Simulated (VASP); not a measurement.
# MgBe2SeO2 (I4/mmm) in VASP: notebook, part 2 of 2

VASP 6.6.1. Earlier steps stand in the parts before.

### 3 Single point, PBE

This run uses another cell than the first one, of 15.14 Å³/atom.

Input file INCAR:

```
SYSTEM = MgBe2SeO2
PREC = Accurate
ENCUT = 520
EDIFF = 1E-6
ISMEAR = 0
SIGMA = 0.1
LREAL = .FALSE.
LASPH = .TRUE.
NELM = 80
ALGO = Normal
ISIF = 2
LWAVE = .FALSE.
LCHARG = .FALSE.
GGA = PE
NBANDS = 21
```

Input file KPOINTS:

```
regular mesh
0
G
  6 6 6
  0 0 0
```

Input file POSCAR:

```
MgBe2SeO2
1.0
   -1.7374996241      1.7374996241      7.5209755165
    1.7374996241     -1.7374996241      7.5209755165
    1.7374996241      1.7374996241     -7.5209755165
Mg Be Se O
1 2 1 2
Direct
    0.5000000000      0.5000000000      0.0000000000
    0.2460444789      0.2460444789      0.0000000000
    0.7539555211      0.7539555211      0.0000000000
    0.0000000000      0.0000000000      0.0000000000
    0.2500000000      0.7500000000      0.5000000000
    0.7500000000      0.2500000000      0.5000000000
```

Potentials or basis: VASP PAW PBE potentials, release 64 (Mg, Be, Se, O).

Started as:

```console
$ cat potpaw_PBE.64/Mg/POTCAR potpaw_PBE.64/Be/POTCAR potpaw_PBE.64/Se/POTCAR potpaw_PBE.64/O/POTCAR > POTCAR
$ mpirun -np 1 vasp_std > vasp.out
```

OUTCAR:

```text
SYSTEM = MgBe2SeO2
   PREC = Accurate
   ENCUT = 520
   EDIFF = 1E-6
   ISMEAR = 0
   LREAL = .FALSE.
   LASPH = .TRUE.
   NELM = 80
   ISIF = 2
   GGA = PE

 ion  position               nearest neighbor table
   1  0.500  0.500  0.000-   4 2.46   4 2.46   4 2.46   4 2.46
   2  0.246  0.246  0.000-   6 1.74   5 1.74   5 1.74   6 1.74
   3  0.754  0.754  0.000-   5 1.74   6 1.74   6 1.74   5 1.74
   4  0.000  0.000  0.000-   1 2.46   1 2.46   1 2.46   1 2.46
   5  0.250  0.750  0.500-   3 1.74   3 1.74   2 1.74   2 1.74
   6  0.750  0.250  0.500-   3 1.74   3 1.74   2 1.74   2 1.74

  LATTYP: Found a body centered tetragonal cell.
 ALAT       =     3.4749992482
 C/A-ratio  =     4.3286199388

  Lattice vectors:

 A1 = (  -1.7374996241,   1.7374996241,   7.5209755165)
 A2 = (   1.7374996241,  -1.7374996241,   7.5209755165)
 A3 = (   1.7374996241,   1.7374996241,  -7.5209755165)

Analysis of symmetry for initial positions (statically):
=====================================================================
 Subroutine PRICEL returns:
 Original cell was already a primitive cell.
[... 181 lines left out ...]
 cond. band min:       3.7364114809   @ k =   0.5000   0.5000  -0.0000
 fundamental gap:      1.8887188711
 Fermi energy:         2.3486082161

 k-point     1 :       0.0000    0.0000    0.0000
  band No.  band energies     occupation
      1     -17.0254      2.00000
      2     -14.2709      2.00000
      3     -10.9223      2.00000
      4      -4.4830      2.00000
      5      -4.4830      2.00000
      6      -2.8316      2.00000
[... 565 lines left out ...]
     20      12.4193      0.00000
     21      12.5772      0.00000

 [... further k-points ...]

------------------------ aborting loop because EDIFF is reached ----------------------------------------

  FORCE on cell =-STRESS in cart. coord.  units (eV):
  Direction    XX          YY          ZZ          XY          YZ          ZX
  --------------------------------------------------------------------------------------
  -------------------------------------------------------------------------------------
  Total        0.0966551      0.0966551      0.1284120      0.0000000      0.0000000      0.0000000
  in kB        1.7051077      1.7051077      2.2653366      0.0000000      0.0000000      0.0000000
  external PRESSURE =       1.8918507 kB  Pullay stress =       0.0000000 kB

 VOLUME and BASIS-vectors are now :
 -----------------------------------------------------------------------------
  energy-cutoff  :      520.00
  volume of cell :       90.82
      direct lattice vectors                 reciprocal lattice vectors
    -1.737499624  1.737499624  7.520975517     0.000000000  0.287769846  0.066480738
     1.737499624 -1.737499624  7.520975517     0.287769846  0.000000000  0.066480738
     1.737499624  1.737499624 -7.520975517     0.287769846  0.287769846  0.000000000

 POSITION                                       TOTAL-FORCE (eV/Angst)
 -----------------------------------------------------------------------------------
      0.00000      0.00000      7.52098         0.000000      0.000000     -0.000000
      0.00000      0.00000      3.70099         0.000000      0.000000      0.018305
      0.00000      0.00000     11.34096        -0.000000     -0.000000     -0.018305
      0.00000      0.00000      0.00000         0.000000      0.000000     -0.000000
      1.73750     -0.00000      3.76049         0.000000      0.000000      0.000000
     -0.00000      1.73750      3.76049         0.000000      0.000000      0.000000
 -----------------------------------------------------------------------------------
    total drift:                               -0.000000     -0.000000      0.000000

  FREE ENERGIE OF THE ION-ELECTRON SYSTEM (eV)
  ---------------------------------------------------
  free  energy   TOTEN  =       -32.4345641427 eV

  energy  without entropy=      -32.4345641427  energy(sigma->0) =      -32.43456414
```

OSZICAR:

```text
N       E                     dE             d eps       ncg     rms          rms(c)
DAV:   1     0.110698669774E+03    0.11070E+03   -0.10915E+04  1260   0.987E+02
DAV:   2    -0.261160033428E+02   -0.13681E+03   -0.13105E+03  1640   0.208E+02
DAV:   3    -0.364463185755E+02   -0.10330E+02   -0.10284E+02  1576   0.613E+01
DAV:   4    -0.365558736280E+02   -0.10956E+00   -0.10948E+00  1569   0.732E+00
DAV:   5    -0.365571544662E+02   -0.12808E-02   -0.12807E-02  1663   0.741E-01    0.107E+01
DAV:   6    -0.327433900544E+02    0.38138E+01   -0.13041E+01  1475   0.188E+01    0.386E+00
DAV:   7    -0.325499700937E+02    0.19342E+00   -0.32081E-01  1501   0.322E+00    0.256E+00
DAV:   8    -0.324395135951E+02    0.11046E+00   -0.21930E-01  1647   0.301E+00    0.374E-01
DAV:   9    -0.324353787468E+02    0.41348E-02   -0.35736E-02  1737   0.103E+00    0.214E-01
DAV:  10    -0.324347569458E+02    0.62180E-03   -0.10471E-02  1595   0.568E-01    0.132E-01
DAV:  11    -0.324345335685E+02    0.22338E-03   -0.15537E-03  1597   0.211E-01    0.549E-02
DAV:  12    -0.324345665643E+02   -0.32996E-04   -0.38075E-04  1440   0.116E-01    0.283E-02
DAV:  13    -0.324345640280E+02    0.25363E-05   -0.55628E-05  1643   0.417E-02    0.619E-03
DAV:  14    -0.324345641427E+02   -0.11470E-06   -0.43769E-06  1507   0.122E-02
   1 F= -.32434564E+02 E0= -.32434564E+02  d E =-.397165E-13
```

Wall time 2.3 min (1 thread of AMD EPYC 9R45 (Zen 5), shared host); peak memory 0.48 GiB.

What came out:

```yaml
Free_energy: -32.4346 eV
Pressure: 0.2 GPa
Largest_force: 0.018 eV/Å
Band_gap_on_the_k_mesh: 1.89 eV (least direct gap 2.17 eV)
```

Forces on the atoms (eV/Å):
```
Mg   0.000  0.000  0.000
Be   0.000  0.000  0.018
Be   0.000  0.000 -0.018
Se   0.000  0.000  0.000
O    0.000  0.000  0.000
O    0.000  0.000  0.000
```

Levels at points of the mesh, in eV from the valence-band top:
```tsv
k point	band 8	band 9	band 10	band 11	band 12	band 13	band 14	band 15	band 16	band 17
(0.00, 0.00, 0.00)	-1.78	-1.78	-0.86	-0.52	-0.52	2.27	5.02	5.31	6.53	8.05
(0.50, 0.00, 0.00)	-3.80	-2.68	-2.61	-1.07	0.00	3.30	5.78	5.82	6.60	7.44
(0.50, 0.50, 0.00)	-2.05	-1.99	-0.46	-0.46	-0.28	1.89	4.70	5.09	5.84	6.23
(0.50, 0.50, 0.50)	-1.78	-1.78	-0.85	-0.52	-0.52	3.30	4.72	5.29	6.18	8.08
```

### 4 Relaxation of cell and atoms, PBE

Input file INCAR:

```
PREC = Accurate
ENCUT = 600
EDIFF = 1E-6
ISMEAR = 0
SIGMA = 0.1
LREAL = False
LASPH = True
NELM = 60
ALGO = Normal
ISIF = 3
LWAVE = False
LCHARG = False
GGA = PE
IBRION = 2
NSW = 90
EDIFFG = -0.04
```

Input file KPOINTS:

```
regular mesh
0
Gamma
  6 6 6
```

Input file POSCAR:

```
MgBe2SeO2
1.0
   -1.8514632100      1.8514632100      4.9815043400
    1.8514632100     -1.8514632100      4.9815043400
    1.8514632100      1.8514632100     -4.9815043400
Mg Be Se O
1 2 1 2
Direct
    0.5000000000      0.5000000000      0.0000000000
    0.1464646200      0.1464646200      0.0000000000
    0.8535353800      0.8535353800      0.0000000000
    0.0000000000      0.0000000000      0.0000000000
    0.2500000000      0.7500000000      0.5000000000
    0.7500000000      0.2500000000      0.5000000000
```

Started as:

```console
$ cat potpaw_PBE.64/Mg/POTCAR potpaw_PBE.64/Be/POTCAR potpaw_PBE.64/Se/POTCAR potpaw_PBE.64/O/POTCAR > POTCAR
$ mpirun -np 1 vasp_std > vasp.out
```

Run time: 9.8 min. Hardware: 1 thread of AMD EPYC 9R45 (Zen 5), shared host; peak memory 0.35 GiB.

It converged, with:

- Free energy: -32.3040 eV
- Relaxed volume: 13.00 Å³/atom
- Relaxed cell: a = 6.883 Å, b = 6.883 Å, c = 6.883 Å, α = 150.69°, β = 150.69°, γ = 41.93°
- Space group after relaxing (to 0.1 Å): I4/mmm (No. 139)
- Energy gained by relaxing: 2785.1 meV/atom
- Ionic steps: 16
- Pressure after relaxing: 0.0 GPa
- Largest force after relaxing: 0.021 eV/Å
- Band gap on the k mesh: 1.77 eV (least direct gap 2.02 eV)

Forces on the atoms (eV/Å):
```
Mg   0.000  0.000  0.000
Be   0.000  0.000 -0.021
Be   0.000  0.000  0.021
Se   0.000  0.000  0.000
O    0.000  0.000  0.000
O    0.000  0.000  0.000
```

Stress tensor (GPa, compression positive):
```
-0.05  0.00  0.00
 0.00 -0.05  0.00
 0.00  0.00  0.20
```

Step by step:
| step | energy change (eV) | largest force (eV/Å) | pressure (GPa) | volume (Å³) |
| --- | --- | --- | --- | --- |
| 1 | 0.0000 | 31.7085 | 50.55 | 68.30 |
| 2 | -11.4189 | 5.3161 | -17.11 | 102.90 |
| 3 | -16.0222 | 0.7248 | -11.95 | 83.75 |
| 4 | -16.0334 | 0.6858 | -11.94 | 83.44 |
| 5 | -16.0878 | 0.2693 | -11.81 | 80.43 |
| 6 | -16.6098 | 0.0704 | 6.06 | 71.04 |
| 7 | -16.6482 | 0.0951 | 1.64 | 72.77 |
| 8 | -16.6682 | 0.0044 | 1.25 | 73.63 |
| 9 | -16.6885 | 0.2385 | 0.42 | 75.71 |
| 10 | -16.6952 | 0.1924 | -0.21 | 76.39 |
| 11 | -16.6995 | 0.0893 | -1.61 | 77.96 |
| 12 | -16.6999 | 0.1121 | -1.29 | 77.60 |
| 13 | -16.7027 | 0.0927 | -1.10 | 77.65 |
| 14 | -16.7087 | 0.0349 | -0.51 | 77.82 |
| 15 | -16.7084 | 0.0769 | 0.66 | 78.14 |
| 16 | -16.7106 | 0.0208 | 0.03 | 77.98 |

Final structure:
```cif
data_structure
_symmetry_space_group_name_H-M 'P 1'
_symmetry_Int_Tables_number 1
_cell_length_a 6.8830
_cell_length_b 6.8830
_cell_length_c 6.8830
_cell_angle_alpha 150.687
_cell_angle_beta 150.687
_cell_angle_gamma 41.933
_cell_volume 77.98
loop_
_atom_site_label
_atom_site_type_symbol
_atom_site_fract_x
_atom_site_fract_y
_atom_site_fract_z
_atom_site_occupancy
Mg1 Mg 0.50000 0.50000 0.00000 1
Be1 Be 0.23794 0.23794 0.00000 1
Be2 Be 0.76206 0.76206 0.00000 1
Se1 Se 0.00000 0.00000 0.00000 1
O1 O 0.25000 0.75000 0.50000 1
O2 O 0.75000 0.25000 0.50000 1
```

Levels at points of the mesh, in eV from the valence-band top:
```
           k point  band 9  band 10  band 11  band 12  band 13  band 14  band 15  band 16
(0.00, 0.00, 0.00)   -1.06    -0.74    -0.53    -0.53     2.62     5.15     5.43     6.56
(0.50, 0.00, 0.00)   -2.80    -2.54    -0.71     0.00     3.66     6.16     6.20     6.41
(0.50, 0.50, 0.00)   -1.73    -0.63    -0.25    -0.25     1.77     4.85     5.28     5.87
(0.50, 0.50, 0.50)   -1.55    -0.72    -0.51    -0.51     3.68     5.33     5.81     6.72
```

Caveat: a cell axis changed by over 15 % at a fixed basis, so the end point is rough.

### 5 Summary

| task | cell | cutoff (eV) | gap on the mesh (eV) | pressure (GPa) | largest force (eV/Å) |
| --- | --- | --- | --- | --- | --- |
| single point | a = 5.628 Å, angles 141.6, 141.6, 55.5°, 6 atoms, atomic positions A | 520 | none | 50.6 | 31.71 |
| single point | a = 7.912 Å, angles 154.6, 154.6, 36.2°, 6 atoms, atomic positions B | 520 | 1.89 | 0.2 | 0.02 |
| relaxation of cell and atoms | relaxed from a = 5.628 Å, angles 141.6, 141.6, 55.5°, 6 atoms, atomic positions A | 600 | 1.77 | 0.0 | 0.02 |

Alike in all rows: level PBE; potentials or basis VASP PAW PBE potentials, release 64 (Mg, Be, Se, O); no spin polarisation; k mesh 6 × 6 × 6; smearing gaussian 0.1 eV.

Caveats: atoms lie so close that the PAW spheres overlap strongly, which falsifies energies and pressures (at least some runs); the stress differs along the axes, from -4 to 159 GPa (at least some runs); semilocal functionals underestimate gaps, and a narrow one can read as zero (at least some runs); forces of over 1 eV/Å act on the atoms, so gaps and moduli don't describe the material at rest (at least some runs); a cell axis changed by over 15 % at a fixed basis, so the end point is rough (at least some runs).

Absolute energies hang on the potentials; compare differences alone.

The gap in the log of VASP goes by the Fermi energy; the results here count the filled bands.